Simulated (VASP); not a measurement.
# Ca (Fm-3m) in VASP: further runs

The runs below take Ca through single point, relaxation of cell and atoms, with PBE.

Program: VASP 6.6.1. These are calculated values, not measurements. Logs are shortened: lines on timing, memory, paths and dates and some standing lists are left out, and cuts for length are marked.

**1. The cell of the first run**

It takes space group Fm-3m (No. 225, cubic). The conventional cell has a = 4.416 Å, b = 4.416 Å, c = 4.416 Å, α = 90.00°, β = 90.00°, γ = 90.00°. Within 4.1 Å of Ca (site symmetry m-3m) lie 12 Ca at 3.12 Å.

**2. Single point, PBE**

The input, INCAR:

```
PREC = Accurate ; ENCUT = 520
EDIFF = 1E-6 ; ISMEAR = -1
SIGMA = 0.05 ; LREAL = False
LASPH = True ; NELM = 60
ALGO = Normal ; ISIF = 2
LWAVE = False ; LCHARG = True
GGA = PE ; LELF = True
LVHAR = True ; NBANDS = 11
```

The input, KPOINTS:

```
regular mesh
0
Gamma
  15 15 15
```

The input, POSCAR:

```
Ca
1.0
    0.0000000000      2.2078992260      2.2078992260
    2.2078992260      0.0000000000      2.2078992260
    2.2078992260      2.2078992260      0.0000000000
Ca
1
Direct
    0.0000000000      0.0000000000      0.0000000000
```

Potentials or basis: VASP PAW PBE potentials, release 64 (Ca_sv).

Run with:

```sh
> cat potpaw_PBE.64/Ca_sv/POTCAR > POTCAR
> mpirun -np 1 vasp_std > vasp.out
```

OUTCAR:

```text
PREC = Accurate
   ENCUT = 520
   EDIFF = 1E-6
   ISMEAR = -1
   LREAL = False
   LASPH = True
   NELM = 60
   ISIF = 2
   GGA = PE

 ion  position               nearest neighbor table
   1  0.000  0.000  0.000-

  LATTYP: Found a face centered cubic cell.
 ALAT       =     4.4157984520

  Lattice vectors:

 A1 = (   0.0000000000,   2.2078992260,   2.2078992260)
 A2 = (   2.2078992260,   0.0000000000,   2.2078992260)
 A3 = (   2.2078992260,   2.2078992260,   0.0000000000)

Analysis of symmetry for initial positions (statically):
=====================================================================
 Subroutine PRICEL returns:
 Original cell was already a primitive cell.

 Routine SETGRP: Setting up the symmetry group for a
 face centered cubic supercell.

 Subroutine GETGRP returns: Found 48 space group operations
 (whereof 48 operations were pure point group operations)
 out of a pool of 48 trial point group operations.

The static configuration has the point symmetry O_h .

Analysis of symmetry for dynamics (positions and initial velocities):
=====================================================================
 Subroutine PRICEL returns:
 Original cell was already a primitive cell.

 Routine SETGRP: Setting up the symmetry group for a
 face centered cubic supercell.

 Subroutine GETGRP returns: Found 48 space group operations
 (whereof 48 operations were pure point group operations)
 out of a pool of 48 trial point group operations.

The dynamic configuration has the point symmetry O_h .

 Subroutine INISYM returns: Found 48 space group operations
 (whereof 48 operations are pure point group operations),
 and found     1 'primitive' translations

----------------------------------------------------------------------------------------

                                     Primitive cell

  volume of cell :      21.5262

  direct lattice vectors                    reciprocal lattice vectors
     0.000000000  2.207899226  2.207899226    -0.226459611  0.226459611  0.226459611
     2.207899226  0.000000000  2.207899226     0.226459611 -0.226459611  0.226459611
     2.207899226  2.207899226  0.000000000     0.226459611  0.226459611 -0.226459611

  length of vectors
     3.122441030  3.122441030  3.122441030     0.392239552  0.392239552  0.392239552

  position of ions in fractional coordinates (direct lattice)
     0.000000000  0.000000000  0.000000000

  ion indices of the primitive-cell ions
   primitive index   ion index
                 1           1

----------------------------------------------------------------------------------------

 KPOINTS: regular mesh

Automatic generation of k-mesh.
 Grid dimensions read from file:
 generate k-points for:   15   15   15

 Generating k-lattice:

  Cartesian coordinates                     Fractional coordinates (reciprocal lattice)
    -0.015097307  0.015097307  0.015097307     0.066666667  0.000000000  0.000000000
     0.015097307 -0.015097307  0.015097307     0.000000000  0.066666667  0.000000000
     0.015097307  0.015097307 -0.015097307     0.000000000  0.000000000  0.066666667

  Length of vectors
     0.026149303  0.026149303  0.026149303

  Shift w.r.t. Gamma in fractional coordinates (k-lattice)
     0.000000000  0.000000000  0.000000000

 Subroutine IBZKPT returns following result:
 ===========================================

 Found    120 irreducible k-points:

 Following reciprocal coordinates:
            Coordinates               Weight
  0.000000  0.000000  0.000000      1.000000
  0.066667  0.000000  0.000000      8.000000
  0.133333  0.000000  0.000000      8.000000
  0.200000  0.000000  0.000000      8.000000
  0.266667  0.000000  0.000000      8.000000
  0.333333  0.000000  0.000000      8.000000
[... 16 lines left out ...]
  0.133333  0.133333  0.000000      6.000000
  0.200000  0.133333  0.000000     24.000000
 [... further k-points ...]
   k-points           NKPTS =    120   k-points in BZ     NKDIM =    120   number of bands    NBANDS=     11
   number of dos      NEDOS =    301   number of ions     NIONS =      1
   total plane-waves  NPLWV =  13824
   dimension x,y,z NGX =    24 NGY =   24 NGZ =   24
   dimension x,y,z NGXF=    48 NGYF=   48 NGZF=   48
   ions per type =               1
   NGX,Y,Z   is equivalent  to a cutoff of  12.78, 12.78, 12.78 a.u.
   NGXF,Y,Z  is equivalent  to a cutoff of  25.56, 25.56, 25.56 a.u.
 SYSTEM =  unknown system
   PREC   = accura    normal or accurate (medium, high low for compatibility)
   ISTART =      0    job   : 0-new  1-cont  2-samecut
   ICHARG =      2    charge: 1-file 2-atom 10-const
   ISPIN  =      1    spin polarized calculation?
   LNONCOLLINEAR =      F non collinear calculations
   LSORBIT =      F    spin-orbit coupling
   LASPH  =      T    aspherical Exc in radial PAW
   ENCUT  =  520.0 eV  38.22 Ry    6.18 a.u.   5.81  5.81  5.81*2*pi/ulx,y,z
   NELM   =     60;   NELMIN=  2; NELMDL= -5     # of ELM steps
   EDIFF  = 0.1E-05   stopping-criterion for ELM
   LREAL  =      F    real-space projection
   EDIFFG = 0.1E-04   stopping-criterion for IOM
   NSW    =      0    number of steps for IOM
   IBRION =     -1    ionic relax: 0-MD 1-quasi-New 2-CG
   NFREE  =      0    steps in history (QN), initial steepest desc. (CG)
   ISIF   =      2    stress and relaxation
   ISYM   =      2    0-nonsym 1-usesym 2-fastsym
   POTIM  = 0.5000    time-step for ionic-motion
   TEBEG  =    0.0;   TEEND  =   0.0 temperature during run
   PSTRESS=    0.0 pullay stress
   NELECT =      10.0000    total number of electrons
   NUPDOWN=      -1.0000    fix difference up-down
   EMIN   =  10.00;   EMAX   =-10.00  energy-range for DOS
   EFERMI =   0.00;   METHOD = LEGACY
   ISMEAR =    -1;   SIGMA  =   0.05  broadening in eV -4-tet -1-fermi 0-gaus
   EFERMI_NEDOS =   21; number of points for ismear=-14 and -15
   IALGO  =     38    algorithm
   IMIX   =      4    mixing-type and parameters
     AMIX     =   0.40;   BMIX     =  1.00
     AMIX_MAG =   1.60;   BMIX_MAG =  1.00
  volume/ion in A,a.u.               =      21.53       145.27
  Fermi-wavevector in a.u.,A,eV,Ry     =   1.267902  2.395987 21.872382  1.607575
  Thomas-Fermi vector in A             =   2.401025
   LORBIT       =      0    0 simple, 1 ext, 2 COOP (PROOUT), +10 PAW based schemes
   GGA     = PE    functional components
   LHFCALC =     F    Hartree Fock is set to
   AEXX    =    0.0000 exact exchange contribution
   IVDW    =     0    specifies the selected vdW correction
   LEPSILON=     F    determine dielectric tensor
   LRPA    =     F    only Hartree local field effects (RPA)
 non-spin polarized calculation
  energy-cutoff  :      520.00
  volume of cell :       21.53
 maximum number of plane-waves:       590
   NGX = 11   NGY = 11   NGZ = 11

 number of electron      10.0000001 magnetization

 Free energy of the ion-electron system (eV)
  ---------------------------------------------------
  ext. energy  EPLUGINS =         0.00000000
  ---------------------------------------------------
  free energy    TOTEN  =        -0.60729623 eV

  energy without entropy =       -0.59907772  energy(sigma->0) =       -0.60318697

 E-fermi :   5.4029     XC(G=0): -10.1602

 val. band max:        5.4020181140   @ k =  -0.3333   0.3333   0.0000
 cond. band min:       5.4057734017   @ k =  -0.3333   0.3333   0.0667
 fundamental gap:      0.0037552877
 Fermi energy:         5.4028831526

 k-point     1 :       0.0000    0.0000    0.0000
  band No.  band energies     occupation
      1     -35.4189      2.00000
      2     -15.8419      2.00000
      3     -15.8419      2.00000
      4     -15.8419      2.00000
      5       0.6627      2.00000
      6       8.5143      0.00000
      7       8.5143      0.00000
      8       8.5143      0.00000
      9      10.7540      0.00000
     10      10.7540      0.00000
     11      18.0114      0.00000

 k-point     2 :       0.0667    0.0000    0.0000
  band No.  band energies     occupation
      1     -35.4090      2.00000
      2     -15.9003      2.00000
      3     -15.8484      2.00000
      4     -15.8484      2.00000
      5       0.8094      2.00000
      6       8.3601      0.00000
      7       8.5770      0.00000
      8       8.5770      0.00000
      9      10.6886      0.00000
     10      10.6886      0.00000
     11      18.2889      0.00000

 k-point     3 :       0.1333    0.0000    0.0000
  band No.  band energies     occupation
      1     -35.3808      2.00000
      2     -16.0624      2.00000
      3     -15.8664      2.00000
      4     -15.8664      2.00000
      5       1.2288      2.00000
      6       7.9706      0.00000
      7       8.7252      0.00000
      8       8.7252      0.00000
      9      10.5583      0.00000
     10      10.5583      0.00000
     11      18.9696      0.00000

 k-point     4 :       0.2000    0.0000    0.0000
  band No.  band energies     occupation
      1     -35.3390      2.00000
      2     -16.2943      2.00000
      3     -15.8928      2.00000
      4     -15.8928      2.00000
      5       1.8604      2.00000
      6       7.4981      0.00000
      7       8.8255      0.00000
      8       8.8255      0.00000
      9      10.5511      0.00000
     10      10.5511      0.00000
     11      18.5931      0.00000

 k-point     5 :       0.2667    0.0000    0.0000
  band No.  band energies     occupation
      1     -35.2903      2.00000
      2     -16.5513      2.00000
      3     -15.9229      2.00000
      4     -15.9229      2.00000
      5       2.6025      2.00000
      6       7.0862      0.00000
      7       8.7448      0.00000
      8       8.7448      0.00000
      9      10.8374      0.00000
     10      10.8374      0.00000
     11      17.5566      0.00000
[... 211 lines left out ...]
 k-point    21 :      -0.1333    0.0667    0.0000
  band No.  band energies     occupation
      1     -35.3603      2.00000
      2     -16.1557      2.00000
      3     -15.9172      2.00000
      4     -15.8639      2.00000
      5       1.5383      2.00000
      6       7.7196      0.00000
      7       8.7649      0.00000
      8       8.8626      0.00000
      9      10.2007      0.00000
     10      10.7918      0.00000
     11      19.3548      0.00000

 k-point    22 :      -0.0667    0.0667    0.0000
  band No.  band energies     occupation
      1     -35.3930      2.00000
      2     -15.9812      2.00000
      3     -15.8795      2.00000
      4     -15.8496      2.00000
      5       1.0469      2.00000
      6       8.1242      0.00000
      7       8.6742      0.00000
      8       8.6758      0.00000
      9      10.4493      0.00000
     10      10.7442      0.00000
     11      18.7110      0.00000

 k-point    23 :       0.1333    0.1333    0.0000
  band No.  band energies     occupation
      1     -35.3682      2.00000
      2     -16.0580      2.00000
      3     -15.9123      2.00000
      4     -15.9123      2.00000
      5       1.4104      2.00000
      6       7.7172      0.00000
      7       8.9104      0.00000
      8       8.9104      0.00000
      9       9.8635      0.00000
     10      10.9720      0.00000
     11      19.3566      0.00000

 k-point    24 :       0.2000    0.1333    0.0000
  band No.  band energies     occupation
      1     -35.3371      2.00000
      2     -16.2082      2.00000
      3     -15.9474      2.00000
      4     -15.9380      2.00000
      5       1.8737      2.00000
      6       7.3487      0.00000
      7       8.9756      0.00000
      8       9.1054      0.00000
      9       9.6457      0.00000
     10      11.0742      0.00000
     11      19.8668      0.00000

 [... further k-points ...]

------------------------ aborting loop because EDIFF is reached ----------------------------------------

  FORCE on cell =-STRESS in cart. coord.  units (eV):
  Direction    XX          YY          ZZ          XY          YZ          ZX
  --------------------------------------------------------------------------------------
  -------------------------------------------------------------------------------------
  Total        4.3052514      4.3052514      4.3052514     -0.0000000     -0.0000000      0.0000000
  in kB      320.4360414    320.4360414    320.4360414     -0.0000000     -0.0000000      0.0000000
  external PRESSURE =     320.4360414 kB  Pullay stress =       0.0000000 kB

 VOLUME and BASIS-vectors are now :
 -----------------------------------------------------------------------------
  energy-cutoff  :      520.00
  volume of cell :       21.53
      direct lattice vectors                 reciprocal lattice vectors
     0.000000000  2.207899226  2.207899226    -0.226459611  0.226459611  0.226459611
     2.207899226  0.000000000  2.207899226     0.226459611 -0.226459611  0.226459611
     2.207899226  2.207899226  0.000000000     0.226459611  0.226459611 -0.226459611

 POSITION                                       TOTAL-FORCE (eV/Angst)
 -----------------------------------------------------------------------------------
      0.00000      0.00000      0.00000         0.000000      0.000000      0.000000
 -----------------------------------------------------------------------------------
    total drift:                               -0.000000      0.000000     -0.000000

  FREE ENERGIE OF THE ION-ELECTRON SYSTEM (eV)
  ---------------------------------------------------
  free  energy   TOTEN  =        -0.6072962276 eV

  energy  without entropy=       -0.5990777209  energy(sigma->0) =       -0.60318697
```

It took 15 s on 1 thread of Intel Xeon 6975P-C, shared host; peak memory 0.16 GiB.

What came out:

* Free energy: -0.6073 eV
* Pressure: 32.0 GPa
* Band gap on the k mesh: zero (band 5 reaches 5.41 eV, above the bottom of band 6 at 5.18 eV)

Levels at points of the mesh, in eV from the Fermi level:
| k point | band 1 | band 2 | band 3 | band 4 | band 5 | band 6 | band 7 | band 8 | band 9 | band 10 |
| --- | --- | --- | --- | --- | --- | --- | --- | --- | --- | --- |
| (0.00, 0.00, 0.00) | -40.82 | -21.24 | -21.24 | -21.24 | -4.74 | 3.11 | 3.11 | 3.11 | 5.35 | 5.35 |

**3. Relaxation of cell and atoms, PBE, target pressure 32 GPa, at which the enthalpy is minimised**

The input, INCAR:

```
SYSTEM = Ca
ALGO = Normal
EDIFF = 1E-6
EDIFFG = -0.005
ENCUT = 600
GGA = PE
IBRION = 2
ISIF = 3
ISMEAR = -1
LASPH = .True.
LCHARG = .False.
LREAL = .False.
LWAVE = .False.
NELM = 100
NSW = 32
PREC = Accurate
PSTRESS = 320.0
SIGMA = 0.05
```

The input, KPOINTS:

```
k-points
0
Gamma
  15 15 15
  0 0 0
```

POSCAR is that of step 2.

Potentials or basis: VASP PAW PBE potentials, release 64 (Ca_sv).

Run with:

```sh
> cat potpaw_PBE.64/Ca_sv/POTCAR > POTCAR
> mpirun -np 1 vasp_std > vasp.out
```

Run time: 38 s. Hardware: 1 thread of Intel Xeon 6975P-C, shared host; peak memory 0.18 GiB.

Results (log left out):

| Property | Result |
| --- | --- |
| Free energy | -0.6135 eV |
| Relaxed volume | 21.56 Å³/atom |
| Relaxed cell | a = 3.124 Å, b = 3.124 Å, c = 3.124 Å, α = 60.00°, β = 60.00°, γ = 60.00° |
| Space group after relaxing (to 0.05 Å) | Fm-3m (No. 225) |
| Energy change on relaxing (the enthalpy is what falls) | -5.9 meV/atom |
| Ionic steps | 2 |
| Pressure after relaxing | 32.0 GPa |
| Band gap on the k mesh | zero (band 5 reaches 5.40 eV, above the bottom of band 6 at 5.17 eV) |

The path:
| step | energy change (eV) | largest force (eV/Å) | pressure (GPa) | volume (Å³) |
| --- | --- | --- | --- | --- |
| 1 | 0.0000 | 0.0000 | 32.07 | 21.53 |
| 2 | -0.0059 | 0.0000 | 31.97 | 21.56 |

Final structure:
```cif
data_structure
_symmetry_space_group_name_H-M 'P 1'
_symmetry_Int_Tables_number 1
_cell_length_a 3.1239
_cell_length_b 3.1239
_cell_length_c 3.1239
_cell_angle_alpha 60.000
_cell_angle_beta 60.000
_cell_angle_gamma 60.000
_cell_volume 21.56
loop_
_atom_site_label
_atom_site_type_symbol
_atom_site_fract_x
_atom_site_fract_y
_atom_site_fract_z
_atom_site_occupancy
Ca1 Ca 0.00000 0.00000 0.00000 1
```

Levels at points of the mesh, in eV from the Fermi level:
```
           k point  band 2  band 3  band 4  band 5  band 6  band 7  band 8  band 9
(0.00, 0.00, 0.00)  -21.25  -21.25  -21.25   -4.74    3.11    3.11    3.11    5.35
```

Caveat: the cell is relaxed towards a set pressure, so the enthalpy falls and the energy may rise.

**4. Relaxation of cell and atoms, PBE, target pressure 32 GPa, at which the enthalpy is minimised**

The input, INCAR:

```
  PREC = Accurate
  ENCUT = 600
  EDIFF = 1E-7
  ISMEAR = -1
  SIGMA = 0.05
  LREAL = False
  LASPH = True
  NELM = 60
  ALGO = Normal
  ISIF = 3
  LWAVE = False
  LCHARG = False
  GGA = PE
  IBRION = 2
  NSW = 60
  EDIFFG = -0.005
  PSTRESS = 320.0
```

The input, KPOINTS:

```
regular mesh
0
Gamma
  15 15 15
```

The input, POSCAR:

```
Ca
1.0
    0.0000000000      2.2087257794      2.2087257794
    2.2087257794      0.0000000000      2.2087257794
    2.2087257794      2.2087257794      0.0000000000
Ca
1
Direct
    0.0000000000      0.0000000000      0.0000000000
```

Run with:

```sh
> cat potpaw_PBE.64/Ca_sv/POTCAR > POTCAR
> mpirun -np 1 vasp_std > vasp.out
```

Wall time 34 s (1 thread of Intel Xeon 6975P-C, shared host); peak memory 0.18 GiB.

The run converged. Its results:

```yaml
Free_energy: -0.6124 eV
Pressure_after_relaxing: 32.0 GPa
Band_gap_on_the_k_mesh: zero (band 5 reaches 5.40 eV, above the bottom of band 6 at 5.17 eV)
```

Final structure:
```yaml
crystal:
  lattice:
    - [0.00000, 2.20873, 2.20873]
    - [2.20873, 0.00000, 2.20873]
    - [2.20873, 2.20873, 0.00000]
  atoms:
    - { symbol: Ca, position: [0.00000, 0.00000, 0.00000] }
```

Levels at points of the mesh, in eV from the Fermi level:
| k point | band 1 | band 2 | band 3 | band 4 | band 5 | band 6 | band 7 | band 8 | band 9 |
| --- | --- | --- | --- | --- | --- | --- | --- | --- | --- |
| (0.00, 0.00, 0.00) | -40.82 | -21.25 | -21.25 | -21.25 | -4.74 | 3.11 | 3.11 | 3.11 | 5.35 |

Caveat: the relaxation stopped at its first step, so nothing moved; the cell is relaxed towards a set pressure, so the enthalpy falls and the energy may rise.

**5. Overview**

```csv
task,cell,cutoff (eV),gap on the mesh (eV),pressure (GPa)
single point,"a = 3.122 Å, angles 60.0°, 1 atom",520,none,32.0
relaxation of cell and atoms,"relaxed to 32 GPa from a = 3.122 Å, angles 60.0°, 1 atom",600,none,32.0
relaxation of cell and atoms,"relaxed to 32 GPa from a = 3.124 Å, angles 60.0°, 1 atom",600,none,32.0
```

Alike in all rows: level PBE; potentials or basis VASP PAW PBE potentials, release 64 (Ca_sv); no spin polarisation; k mesh 15 × 15 × 15; smearing fermi-dirac 0.05 eV.

Caveats: the cell is relaxed towards a set pressure, so the enthalpy falls and the energy may rise (some runs); the relaxation stopped at its first step, so nothing moved (some runs).

Total energies depend on the potentials used, so only differences within one code and one set of settings carry meaning.
